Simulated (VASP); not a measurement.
# NaCl (Pm-3m) in VASP: notebook

The runs below take NaCl through single point, with PBEsol.

Everything below comes from runs of VASP 6.6.1. Logs are shortened: lines on timing, memory, paths and dates and some standing lists are left out, and cuts for length are marked.

## 1. The cell of the first run

It takes space group Pm-3m (No. 221, cubic). Conventional cell: a = 3.089 Å, b = 3.089 Å, c = 3.089 Å, α = 90.00°, β = 90.00°, γ = 90.00°. Within 3.5 Å of Na (site symmetry m-3m) lie 8 Cl at 2.68 Å and 6 Na at 3.09 Å. Within 3.5 Å of Cl (site symmetry m-3m) lie 8 Na at 2.68 Å and 6 Cl at 3.09 Å.

## 2. Single point, PBEsol (volume scaled by 0.720)

The input, INCAR:

```
ALGO = Normal
EDIFF = 1E-6
ENCUT = 520
GGA = PS
ISIF = 2
ISMEAR = 0
LASPH = True
LCHARG = True
LELF = True
LREAL = False
LVHAR = True
LWAVE = False
NBANDS = 14
NELM = 60
PREC = Accurate
SIGMA = 0.05
```

The input, KPOINTS:

```
k-points
0
Gamma
  8 8 8
```

The input, POSCAR:

```
NaCl
1.0
    3.0890266457      0.0000000000      0.0000000000
    0.0000000000      3.0890266457      0.0000000000
    0.0000000000      0.0000000000      3.0890266457
Na Cl
1 1
Direct
    0.0000000000      0.0000000000      0.0000000000
    0.5000000000      0.5000000000      0.5000000000
```

Potentials or basis: VASP PAW PBE potentials, release 64 (Na_pv, Cl).

On the command line:

```
> cat potpaw_PBE.64/Na_pv/POTCAR potpaw_PBE.64/Cl/POTCAR > POTCAR
> mpirun -np 1 vasp_std > vasp.out
```

OUTCAR:

```text
EDIFF = 1E-6
   ENCUT = 520
   GGA = PS
   ISIF = 2
   ISMEAR = 0
   LASPH = True
   LREAL = False
   NELM = 60
   PREC = Accurate

 ion  position               nearest neighbor table
   1  0.000  0.000  0.000-   2 2.68   2 2.68   2 2.68   2 2.68   2 2.68   2 2.68   2 2.68   2 2.68

   2  0.500  0.500  0.500-   1 2.68   1 2.68   1 2.68   1 2.68   1 2.68   1 2.68   1 2.68   1 2.68

  LATTYP: Found a simple cubic cell.
 ALAT       =     3.0890266457

  Lattice vectors:

 A1 = (   3.0890266457,   0.0000000000,   0.0000000000)
 A2 = (   0.0000000000,   3.0890266457,   0.0000000000)
 A3 = (   0.0000000000,   0.0000000000,   3.0890266457)

Analysis of symmetry for initial positions (statically):
=====================================================================
 Subroutine PRICEL returns:
 Original cell was already a primitive cell.

 Routine SETGRP: Setting up the symmetry group for a
 simple cubic supercell.

 Subroutine GETGRP returns: Found 48 space group operations
 (whereof 48 operations were pure point group operations)
 out of a pool of 48 trial point group operations.

The static configuration has the point symmetry O_h .

Analysis of symmetry for dynamics (positions and initial velocities):
=====================================================================
 Subroutine PRICEL returns:
 Original cell was already a primitive cell.

 Routine SETGRP: Setting up the symmetry group for a
 simple cubic supercell.

 Subroutine GETGRP returns: Found 48 space group operations
 (whereof 48 operations were pure point group operations)
 out of a pool of 48 trial point group operations.

The dynamic configuration has the point symmetry O_h .

 Subroutine INISYM returns: Found 48 space group operations
 (whereof 48 operations are pure point group operations),
 and found     1 'primitive' translations

----------------------------------------------------------------------------------------

                                     Primitive cell

  volume of cell :      29.4758

  direct lattice vectors                    reciprocal lattice vectors
     3.089026646  0.000000000  0.000000000     0.323726570  0.000000000  0.000000000
     0.000000000  3.089026646  0.000000000     0.000000000  0.323726570  0.000000000
     0.000000000  0.000000000  3.089026646     0.000000000  0.000000000  0.323726570

  length of vectors
     3.089026646  3.089026646  3.089026646     0.323726570  0.323726570  0.323726570

  position of ions in fractional coordinates (direct lattice)
     0.000000000  0.000000000  0.000000000
     0.500000000  0.500000000  0.500000000

  ion indices of the primitive-cell ions
   primitive index   ion index
                 1           1
                 2           2

----------------------------------------------------------------------------------------

 KPOINTS: k-points

Automatic generation of k-mesh.
 Grid dimensions read from file:
 generate k-points for:    8    8    8

 Generating k-lattice:

  Cartesian coordinates                     Fractional coordinates (reciprocal lattice)
     0.040465821  0.000000000  0.000000000     0.125000000  0.000000000  0.000000000
     0.000000000  0.040465821  0.000000000     0.000000000  0.125000000  0.000000000
     0.000000000  0.000000000  0.040465821     0.000000000  0.000000000  0.125000000

  Length of vectors
     0.040465821  0.040465821  0.040465821

  Shift w.r.t. Gamma in fractional coordinates (k-lattice)
     0.000000000  0.000000000  0.000000000

 Subroutine IBZKPT returns following result:
 ===========================================

 Found     35 irreducible k-points:

 Following reciprocal coordinates:
            Coordinates               Weight
  0.000000  0.000000  0.000000      1.000000
  0.125000  0.000000  0.000000      6.000000
  0.250000  0.000000  0.000000      6.000000
  0.375000  0.000000  0.000000      6.000000
  0.500000  0.000000  0.000000      3.000000
  0.125000  0.125000  0.000000     12.000000
[... 16 lines left out ...]
  0.375000  0.375000  0.125000     24.000000
  0.500000  0.375000  0.125000     24.000000
 [... further k-points ...]
   k-points           NKPTS =     35   k-points in BZ     NKDIM =     35   number of bands    NBANDS=     14
   number of dos      NEDOS =    301   number of ions     NIONS =      2
   total plane-waves  NPLWV =  13824
   dimension x,y,z NGX =    24 NGY =   24 NGZ =   24
   dimension x,y,z NGXF=    48 NGYF=   48 NGZF=   48
   ions per type =               1   1
   NGX,Y,Z   is equivalent  to a cutoff of  12.92, 12.92, 12.92 a.u.
   NGXF,Y,Z  is equivalent  to a cutoff of  25.83, 25.83, 25.83 a.u.
 SYSTEM =  unknown system
   PREC   = accura    normal or accurate (medium, high low for compatibility)
   ISTART =      0    job   : 0-new  1-cont  2-samecut
   ICHARG =      2    charge: 1-file 2-atom 10-const
   ISPIN  =      1    spin polarized calculation?
   LNONCOLLINEAR =      F non collinear calculations
   LSORBIT =      F    spin-orbit coupling
   LASPH  =      T    aspherical Exc in radial PAW
   ENCUT  =  520.0 eV  38.22 Ry    6.18 a.u.   5.74  5.74  5.74*2*pi/ulx,y,z
   NELM   =     60;   NELMIN=  2; NELMDL= -5     # of ELM steps
   EDIFF  = 0.1E-05   stopping-criterion for ELM
   LREAL  =      F    real-space projection
   EDIFFG = 0.1E-04   stopping-criterion for IOM
   NSW    =      0    number of steps for IOM
   IBRION =     -1    ionic relax: 0-MD 1-quasi-New 2-CG
   NFREE  =      0    steps in history (QN), initial steepest desc. (CG)
   ISIF   =      2    stress and relaxation
   ISYM   =      2    0-nonsym 1-usesym 2-fastsym
   POTIM  = 0.5000    time-step for ionic-motion
   TEBEG  =    0.0;   TEEND  =   0.0 temperature during run
   PSTRESS=    0.0 pullay stress
   NELECT =      14.0000    total number of electrons
   NUPDOWN=      -1.0000    fix difference up-down
   EMIN   =  10.00;   EMAX   =-10.00  energy-range for DOS
   EFERMI =   0.00;   METHOD = LEGACY
   ISMEAR =     0;   SIGMA  =   0.05  broadening in eV -4-tet -1-fermi 0-gaus
   EFERMI_NEDOS =   21; number of points for ismear=-14 and -15
   IALGO  =     38    algorithm
   IMIX   =      4    mixing-type and parameters
     AMIX     =   0.40;   BMIX     =  1.00
     AMIX_MAG =   1.60;   BMIX_MAG =  1.00
  volume/ion in A,a.u.               =      14.74        99.46
  Fermi-wavevector in a.u.,A,eV,Ry     =   1.277309  2.413763 22.198142  1.631517
  Thomas-Fermi vector in A             =   2.409916
   LORBIT       =      0    0 simple, 1 ext, 2 COOP (PROOUT), +10 PAW based schemes
   GGA     = PS    functional components
   LHFCALC =     F    Hartree Fock is set to
   AEXX    =    0.0000 exact exchange contribution
   IVDW    =     0    specifies the selected vdW correction
   LEPSILON=     F    determine dielectric tensor
   LRPA    =     F    only Hartree local field effects (RPA)
 non-spin polarized calculation
 Gauss-broadening in eV      SIGMA  =   0.05
  energy-cutoff  :      520.00
  volume of cell :       29.48
 maximum number of plane-waves:       840
 NGX is ok and might be reduce to    24
   NGX = 11   NGY = 11   NGZ = 11

 number of electron      14.0000021 magnetization

 Free energy of the ion-electron system (eV)
  ---------------------------------------------------
  ext. energy  EPLUGINS =         0.00000000
  ---------------------------------------------------
  free energy    TOTEN  =        -6.18669110 eV

  energy without entropy =       -6.18669110  energy(sigma->0) =       -6.18669110

 E-fermi :   4.0077     XC(G=0): -10.3634

 val. band max:        3.7516810448   @ k =   0.5000   0.5000   0.0000
 cond. band min:       8.6985769052   @ k =   0.5000   0.5000   0.0000
 fundamental gap:      4.9468958603
 Fermi energy:         4.0076691127

 k-point     1 :       0.0000    0.0000    0.0000
  band No.  band energies     occupation
      1     -18.2071      2.00000
      2     -18.2071      2.00000
      3     -18.2071      2.00000
      4     -11.4628      2.00000
      5       2.8413      2.00000
      6       2.8413      2.00000
      7       2.8413      2.00000
      8       9.2576      0.00000
      9      11.3164      0.00000
     10      11.3164      0.00000
     11      20.9237      0.00000
     12      20.9237      0.00000
     13      20.9237      0.00000
     14      23.2068      0.00000

 k-point     2 :       0.1250    0.0000    0.0000
  band No.  band energies     occupation
      1     -18.2357      2.00000
      2     -18.2047      2.00000
      3     -18.2047      2.00000
      4     -11.3376      2.00000
      5       1.9716      2.00000
      6       2.8942      2.00000
      7       2.8942      2.00000
      8       9.7720      0.00000
      9      11.5312      0.00000
     10      12.1718      0.00000
     11      19.6127      0.00000
     12      19.6127      0.00000
     13      21.0737      0.00000
     14      22.3966      0.00000

 k-point     3 :       0.2500    0.0000    0.0000
  band No.  band energies     occupation
      1     -18.3034      2.00000
      2     -18.1988      2.00000
      3     -18.1988      2.00000
      4     -11.0143      2.00000
      5       0.3775      2.00000
      6       3.0269      2.00000
      7       3.0269      2.00000
      8      10.5783      0.00000
      9      12.1534      0.00000
     10      14.1120      0.00000
     11      17.8612      0.00000
     12      17.8612      0.00000
     13      20.6669      0.00000
     14      21.4789      0.00000
[... 324 lines left out ...]
 k-point    23 :       0.3750    0.3750    0.1250
  band No.  band energies     occupation
      1     -18.3212      2.00000
      2     -18.3095      2.00000
      3     -18.2002      2.00000
      4     -10.0304      2.00000
      5      -0.0102      2.00000
      6       0.1508      2.00000
      7       2.9360      2.00000
      8      10.0326      0.00000
      9      13.8485      0.00000
     10      14.6484      0.00000
     11      15.5380      0.00000
     12      18.9964      0.00000
     13      19.1891      0.00000
     14      23.5601      0.00000

 k-point    24 :       0.5000    0.3750    0.1250
  band No.  band energies     occupation
      1     -18.3363      2.00000
      2     -18.3076      2.00000
      3     -18.1978      2.00000
      4      -9.9229      2.00000
      5      -0.3540      2.00000
      6       0.2453      2.00000
      7       3.0263      2.00000
      8       9.4846      0.00000
      9      14.2029      0.00000
     10      14.3158      0.00000
     11      15.4797      0.00000
     12      19.2143      0.00000
     13      19.5553      0.00000
     14      23.7353      0.00000

 [... further k-points ...]
[... 5 lines left out ...]
  --------------------------------------------------------------------------------------
  -------------------------------------------------------------------------------------
  Total        3.7886486      3.7886486      3.7886486      0.0000000      0.0000000     -0.0000000
  in kB      205.9348947    205.9348947    205.9348947      0.0000000      0.0000000     -0.0000000
  external PRESSURE =     205.9348947 kB  Pullay stress =       0.0000000 kB

 VOLUME and BASIS-vectors are now :
 -----------------------------------------------------------------------------
  energy-cutoff  :      520.00
  volume of cell :       29.48
      direct lattice vectors                 reciprocal lattice vectors
     3.089026646  0.000000000  0.000000000     0.323726570  0.000000000  0.000000000
     0.000000000  3.089026646  0.000000000     0.000000000  0.323726570  0.000000000
     0.000000000  0.000000000  3.089026646     0.000000000  0.000000000  0.323726570

 POSITION                                       TOTAL-FORCE (eV/Angst)
 -----------------------------------------------------------------------------------
      0.00000      0.00000      0.00000         0.000000      0.000000      0.000000
      1.54451      1.54451      1.54451         0.000000      0.000000      0.000000
 -----------------------------------------------------------------------------------
    total drift:                                0.000000     -0.000000     -0.000000

  FREE ENERGIE OF THE ION-ELECTRON SYSTEM (eV)
  ---------------------------------------------------
  free  energy   TOTEN  =        -6.1866910966 eV

  energy  without entropy=       -6.1866910966  energy(sigma->0) =       -6.18669110
```

Run time: 4.8 s. Hardware: 1 thread of Intel Xeon 6975P-C (Granite Rapids), shared host; peak memory 0.13 GiB.

What came out:

| Quantity | Value |
| --- | --- |
| Free energy | -6.1867 eV |
| Pressure | 20.6 GPa |
| Band gap on the k mesh | 4.95 eV, direct |

Caveat: the PAW data sets were made with another functional, which shifts forces and pressure a little.

(Continued in part 2 of 2.)
